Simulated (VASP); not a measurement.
# Mo (I4/mmm) in VASP: further runs

Mo is run at these levels: PBEsol; tasks: single point.

Everything below comes from runs of VASP 6.6.1. Logs are shortened: lines on timing, memory, paths and dates and some standing lists are left out, and cuts for length are marked.

### Step 1. The cell of the first run

It takes space group I4/mmm (No. 139, tetragonal). The conventional cell has a = 3.051 Å, b = 3.051 Å, c = 3.286 Å, α = 90.00°, β = 90.00°, γ = 90.00°. Within 3.6 Å of Mo (site symmetry 4/mmm) lie 14 Mo at 2.71 to 3.29 Å.

### Step 2. Single point, PBEsol (strain -0.025 along x and y, +0.050 along z)

The input, INCAR:

```
SYSTEM = Mo
  PREC = Accurate
  ENCUT = 520
  EDIFF = 1E-6
  ISMEAR = 0
  SIGMA = 0.15
  LREAL = .False.
  LASPH = .True.
  NELM = 80
  ALGO = Fast
  ISIF = 2
  LWAVE = .False.
  LCHARG = .False.
  GGA = PS
  NBANDS = 13
```

The input, KPOINTS:

```
Automatic mesh
0
Gamma
  26 26 26
  0 0 0
```

The input, POSCAR:

```
Mo
1.0
   -1.5255370914      1.5255370914      1.6428860985
    1.5255370914     -1.5255370914      1.6428860985
    1.5255370914      1.5255370914     -1.6428860985
Mo
1
Direct
    0.0000000000      0.0000000000      0.0000000000
```

Potentials or basis: VASP PAW PBE potentials, release 64 (Mo_sv).

Run with:

```
> cat potpaw_PBE.64/Mo_sv/POTCAR > POTCAR
> mpirun -np 1 vasp_std > vasp.out
```

OUTCAR:

```text
SYSTEM = Mo
   PREC = Accurate
   ENCUT = 520
   EDIFF = 1E-6
   ISMEAR = 0
   LREAL = .False.
   LASPH = .True.
   NELM = 80
   ISIF = 2
   GGA = PS

 ion  position               nearest neighbor table
   1  0.000  0.000  0.000-

  LATTYP: Found a body centered tetragonal cell.
 ALAT       =     3.0510741828
 C/A-ratio  =     1.0769230770

  Lattice vectors:

 A1 = (  -1.5255370914,   1.5255370914,   1.6428860985)
 A2 = (   1.5255370914,  -1.5255370914,   1.6428860985)
 A3 = (   1.5255370914,   1.5255370914,  -1.6428860985)

Analysis of symmetry for initial positions (statically):
=====================================================================
 Subroutine PRICEL returns:
 Original cell was already a primitive cell.

 Routine SETGRP: Setting up the symmetry group for a
 body centered tetragonal supercell.

 Subroutine GETGRP returns: Found 16 space group operations
 (whereof 16 operations were pure point group operations)
 out of a pool of 16 trial point group operations.

The static configuration has the point symmetry D_4h.

Analysis of symmetry for dynamics (positions and initial velocities):
=====================================================================
 Subroutine PRICEL returns:
 Original cell was already a primitive cell.

 Routine SETGRP: Setting up the symmetry group for a
 body centered tetragonal supercell.

 Subroutine GETGRP returns: Found 16 space group operations
 (whereof 16 operations were pure point group operations)
 out of a pool of 16 trial point group operations.

The dynamic configuration has the point symmetry D_4h.

 Subroutine INISYM returns: Found 16 space group operations
 (whereof 16 operations are pure point group operations),
 and found     1 'primitive' translations

----------------------------------------------------------------------------------------

                                     Primitive cell

  volume of cell :      15.2937

  direct lattice vectors                    reciprocal lattice vectors
    -1.525537091  1.525537091  1.642886099     0.000000000  0.327753421  0.304342462
     1.525537091 -1.525537091  1.642886099     0.327753421  0.000000000  0.304342462
     1.525537091  1.525537091 -1.642886099     0.327753421  0.327753421  0.000000000

  length of vectors
     2.711752490  2.711752490  2.711752490     0.447265736  0.447265736  0.463513333

  position of ions in fractional coordinates (direct lattice)
     0.000000000  0.000000000  0.000000000

  ion indices of the primitive-cell ions
   primitive index   ion index
                 1           1

----------------------------------------------------------------------------------------

 KPOINTS: Automatic mesh

Automatic generation of k-mesh.
 Grid dimensions read from file:
 generate k-points for:   26   26   26

 Generating k-lattice:

  Cartesian coordinates                     Fractional coordinates (reciprocal lattice)
     0.000000000  0.012605901  0.011705479     0.038461538  0.000000000  0.000000000
     0.012605901  0.000000000  0.011705479     0.000000000  0.038461538  0.000000000
     0.012605901  0.012605901  0.000000000     0.000000000  0.000000000  0.038461538

  Length of vectors
     0.017202528  0.017202528  0.017827436

  Shift w.r.t. Gamma in fractional coordinates (k-lattice)
     0.000000000  0.000000000  0.000000000

 Subroutine IBZKPT returns following result:
 ===========================================

 Found   1330 irreducible k-points:

 Following reciprocal coordinates:
            Coordinates               Weight
  0.000000  0.000000  0.000000      1.000000
  0.038462 -0.000000  0.000000      8.000000
  0.076923 -0.000000  0.000000      8.000000
  0.115385 -0.000000  0.000000      8.000000
  0.153846  0.000000  0.000000      8.000000
  0.192308  0.000000  0.000000      8.000000
[... 16 lines left out ...]
  0.346154  0.038462  0.000000     16.000000
  0.384615  0.038462  0.000000     16.000000
 [... further k-points ...]
   k-points           NKPTS =   1330   k-points in BZ     NKDIM =   1330   number of bands    NBANDS=     13
   number of dos      NEDOS =    301   number of ions     NIONS =      1
   total plane-waves  NPLWV =   8000
   dimension x,y,z NGX =    20 NGY =   20 NGZ =   20
   dimension x,y,z NGXF=    40 NGYF=   40 NGZF=   40
   ions per type =               1
   NGX,Y,Z   is equivalent  to a cutoff of  12.26, 12.26, 12.26 a.u.
   NGXF,Y,Z  is equivalent  to a cutoff of  24.52, 24.52, 24.52 a.u.
 SYSTEM =  Mo
   PREC   = accura    normal or accurate (medium, high low for compatibility)
   ISTART =      0    job   : 0-new  1-cont  2-samecut
   ICHARG =      2    charge: 1-file 2-atom 10-const
   ISPIN  =      1    spin polarized calculation?
   LNONCOLLINEAR =      F non collinear calculations
   LSORBIT =      F    spin-orbit coupling
   LASPH  =      T    aspherical Exc in radial PAW
   ENCUT  =  520.0 eV  38.22 Ry    6.18 a.u.   5.04  5.04  5.04*2*pi/ulx,y,z
   NELM   =     80;   NELMIN=  2; NELMDL= -5     # of ELM steps
   EDIFF  = 0.1E-05   stopping-criterion for ELM
   LREAL  =      F    real-space projection
   EDIFFG = 0.1E-04   stopping-criterion for IOM
   NSW    =      0    number of steps for IOM
   IBRION =     -1    ionic relax: 0-MD 1-quasi-New 2-CG
   NFREE  =      0    steps in history (QN), initial steepest desc. (CG)
   ISIF   =      2    stress and relaxation
   ISYM   =      2    0-nonsym 1-usesym 2-fastsym
   POTIM  = 0.5000    time-step for ionic-motion
   TEBEG  =    0.0;   TEEND  =   0.0 temperature during run
   PSTRESS=    0.0 pullay stress
   NELECT =      14.0000    total number of electrons
   NUPDOWN=      -1.0000    fix difference up-down
   EMIN   =  10.00;   EMAX   =-10.00  energy-range for DOS
   EFERMI =   0.00;   METHOD = LEGACY
   ISMEAR =     0;   SIGMA  =   0.15  broadening in eV -4-tet -1-fermi 0-gaus
   EFERMI_NEDOS =   21; number of points for ismear=-14 and -15
   IALGO  =     68    algorithm
   IMIX   =      4    mixing-type and parameters
     AMIX     =   0.40;   BMIX     =  1.00
     AMIX_MAG =   1.60;   BMIX_MAG =  1.00
  volume/ion in A,a.u.               =      15.29       103.21
  Fermi-wavevector in a.u.,A,eV,Ry     =   1.589571  3.003853 34.378317  2.526735
  Thomas-Fermi vector in A             =   2.688400
   LORBIT       =      0    0 simple, 1 ext, 2 COOP (PROOUT), +10 PAW based schemes
   GGA     = PS    functional components
   LHFCALC =     F    Hartree Fock is set to
   AEXX    =    0.0000 exact exchange contribution
   IVDW    =     0    specifies the selected vdW correction
   LEPSILON=     F    determine dielectric tensor
   LRPA    =     F    only Hartree local field effects (RPA)
 non-spin polarized calculation
 RMM-DIIS sequential band-by-band and
 Gauss-broadening in eV      SIGMA  =   0.15
  energy-cutoff  :      520.00
  volume of cell :       15.29
 maximum number of plane-waves:       426
   NGX = 11   NGY = 11   NGZ = 11

 number of electron      14.0000003 magnetization

 Free energy of the ion-electron system (eV)
  ---------------------------------------------------
  ext. energy  EPLUGINS =         0.00000000
  ---------------------------------------------------
  free energy    TOTEN  =       -11.72761697 eV

  energy without entropy =      -11.72015959  energy(sigma->0) =      -11.72388828

 E-fermi :  12.8143     XC(G=0): -13.6511

 val. band max:       12.8095032514   @ k =  -0.2308   0.3846   0.1154
 cond. band min:      12.8153662375   @ k =  -0.0769  -0.1923   0.0769
 fundamental gap:      0.0058629861
 Fermi energy:        12.8142925526

 k-point     1 :       0.0000    0.0000    0.0000
  band No.  band energies     occupation
      1     -48.3678      2.00000
      2     -21.6121      2.00000
      3     -21.5991      2.00000
      4     -21.5991      2.00000
      5       5.4643      2.00000
      6      11.1914      2.00000
      7      11.1914      2.00000
      8      12.0171      2.00000
      9      13.9132      0.00000
     10      14.9753      0.00000
     11      26.8043      0.00000
     12      28.1961      0.00000
     13      28.1961      0.00000

 k-point     2 :       0.0385   -0.0000    0.0000
  band No.  band energies     occupation
      1     -48.3638      2.00000
      2     -21.6307      2.00000
      3     -21.6057      2.00000
      4     -21.6043      2.00000
      5       5.5308      2.00000
      6      11.1887      2.00000
      7      11.2085      2.00000
      8      12.0249      2.00000
      9      13.8767      0.00000
     10      14.9502      0.00000
     11      26.9174      0.00000
     12      28.2685      0.00000
     13      28.3068      0.00000

 k-point     3 :       0.0769   -0.0000    0.0000
  band No.  band energies     occupation
      1     -48.3518      2.00000
      2     -21.6991      2.00000
      3     -21.6252      2.00000
      4     -21.6056      2.00000
      5       5.7257      2.00000
      6      11.1764      2.00000
      7      11.2274      2.00000
      8      12.0837      2.00000
      9      13.7787      0.00000
     10      14.8879      0.00000
     11      27.2205      0.00000
     12      28.4722      0.00000
     13      28.6344      0.00000
[... 305 lines left out ...]
 k-point    23 :       0.3462    0.0385    0.0000
  band No.  band energies     occupation
      1     -48.1304      2.00000
      2     -22.8770      2.00000
      3     -21.9742      2.00000
      4     -21.6136      2.00000
      5       7.6551      2.00000
      6       9.9346      2.00000
      7      12.4102      1.99986
      8      13.9445      0.00000
      9      14.9969      0.00000
     10      16.2948      0.00000
     11      25.5559      0.00000
     12      26.9227      0.00000
     13      33.1047      0.00000

 k-point    24 :       0.3846    0.0385    0.0000
  band No.  band energies     occupation
      1     -48.1071      2.00000
      2     -22.9915      2.00000
      3     -22.0091      2.00000
      4     -21.6147      2.00000
      5       7.5631      2.00000
      6       9.8015      2.00000
      7      13.0593      0.02088
      8      13.9658      0.00000
      9      15.1968      0.00000
     10      16.9473      0.00000
     11      25.1018      0.00000
     12      26.0697      0.00000
     13      32.0202      0.00000

 [... further k-points ...]

------------------------ aborting loop because EDIFF is reached ----------------------------------------

  FORCE on cell =-STRESS in cart. coord.  units (eV):
  Direction    XX          YY          ZZ          XY          YZ          ZX
  --------------------------------------------------------------------------------------
  -------------------------------------------------------------------------------------
  Total        0.8759051      0.8759051     -1.2139911      0.0000000      0.0000000      0.0000000
  in kB       91.7602640     91.7602640   -127.1783270      0.0000000      0.0000000      0.0000000
  external PRESSURE =      18.7807337 kB  Pullay stress =       0.0000000 kB

 VOLUME and BASIS-vectors are now :
 -----------------------------------------------------------------------------
  energy-cutoff  :      520.00
  volume of cell :       15.29
      direct lattice vectors                 reciprocal lattice vectors
    -1.525537091  1.525537091  1.642886099     0.000000000  0.327753421  0.304342462
     1.525537091 -1.525537091  1.642886099     0.327753421  0.000000000  0.304342462
     1.525537091  1.525537091 -1.642886099     0.327753421  0.327753421  0.000000000

 POSITION                                       TOTAL-FORCE (eV/Angst)
 -----------------------------------------------------------------------------------
      0.00000      0.00000      0.00000         0.000000      0.000000      0.000000
 -----------------------------------------------------------------------------------
    total drift:                                0.000000     -0.000000      0.000000

  FREE ENERGIE OF THE ION-ELECTRON SYSTEM (eV)
  ---------------------------------------------------
  free  energy   TOTEN  =       -11.7276169745 eV

  energy  without entropy=      -11.7201595873  energy(sigma->0) =      -11.72388828
```

It took 81 s on 1 thread of Intel Xeon 6975P-C (Granite Rapids), shared host; peak memory 0.34 GiB.

Results:

```
Free energy            : -11.7276 eV
Pressure               : 1.9 GPa
Band gap on the k mesh : zero (bands 7 and 8 overlap by 4.97 eV)
```

Stress tensor (GPa, compression positive):
```
  9.18   0.00   0.00
  0.00   9.18   0.00
  0.00   0.00 -12.72
```

Caveat: the cell differs from its parent crystal (strain -0.025 along x and y, +0.050 along z); the stress differs along the axes, from -13 to 9 GPa; the PAW data sets were made with another functional, which shifts forces and pressure a little.

### Step 3. Single point, PBEsol (strain +0.025 along x and y, -0.050 along z)

The input, INCAR:

```
SYSTEM = Mo
ALGO = Fast
EDIFF = 1E-6
ENCUT = 520
GGA = PS
ISIF = 2
ISMEAR = 0
LASPH = .True.
LCHARG = .False.
LREAL = .False.
LWAVE = .False.
NBANDS = 13
NELM = 80
PREC = Accurate
SIGMA = 0.15
```

The input, KPOINTS:

```
k-points
0
Gamma
  26 26 26
  0 0 0
```

The input, POSCAR:

```
Mo
1.0
   -1.6037697628      1.6037697628      1.4864207557
    1.6037697628     -1.6037697628      1.4864207557
    1.6037697628      1.6037697628     -1.4864207557
Mo
1
Direct
    0.0000000000      0.0000000000      0.0000000000
```

Potentials or basis: VASP PAW PBE potentials, release 64 (Mo_sv).

Run with:

```
> cat potpaw_PBE.64/Mo_sv/POTCAR > POTCAR
> mpirun -np 1 vasp_std > vasp.out
```

It took 81 s on 1 thread of Intel Xeon 6975P-C (Granite Rapids), shared host; peak memory 0.33 GiB.

Results (log left out):

| Item | Value |
| --- | --- |
| Free energy | -11.7214 eV |
| Pressure | 2.0 GPa |
| Band gap on the k mesh | zero (bands 7 and 8 overlap by 5.42 eV) |

Stress tensor (GPa, compression positive):
```
-6.06  0.00  0.00
 0.00 -6.06  0.00
 0.00  0.00 18.24
```

Levels at points of the mesh, in eV from the Fermi level:
| k point | band 3 | band 4 | band 5 | band 6 | band 7 | band 8 | band 9 | band 10 | band 11 | band 12 |
| --- | --- | --- | --- | --- | --- | --- | --- | --- | --- | --- |
| (0.00, 0.00, 0.00) | -34.43 | -34.38 | -7.35 | -1.97 | -1.03 | -1.03 | 1.03 | 2.24 | 14.41 | 14.41 |
| (0.50, 0.00, 0.00) | -34.93 | -34.47 | -5.51 | -3.80 | 1.73 | 1.94 | 3.01 | 4.94 | 11.93 | 12.26 |
| (0.50, 0.50, 0.00) | -34.80 | -34.39 | -5.39 | -2.81 | 0.95 | 1.29 | 2.02 | 4.82 | 11.51 | 12.22 |
| (0.50, 0.50, 0.50) | -35.53 | -35.27 | -5.72 | -5.52 | 4.07 | 4.07 | 4.35 | 8.55 | 8.55 | 10.57 |

Caveat: the cell differs from its parent crystal (strain +0.025 along x and y, -0.050 along z); the stress differs along the axes, from -6 to 18 GPa; the PAW data sets were made with another functional, which shifts forces and pressure a little.
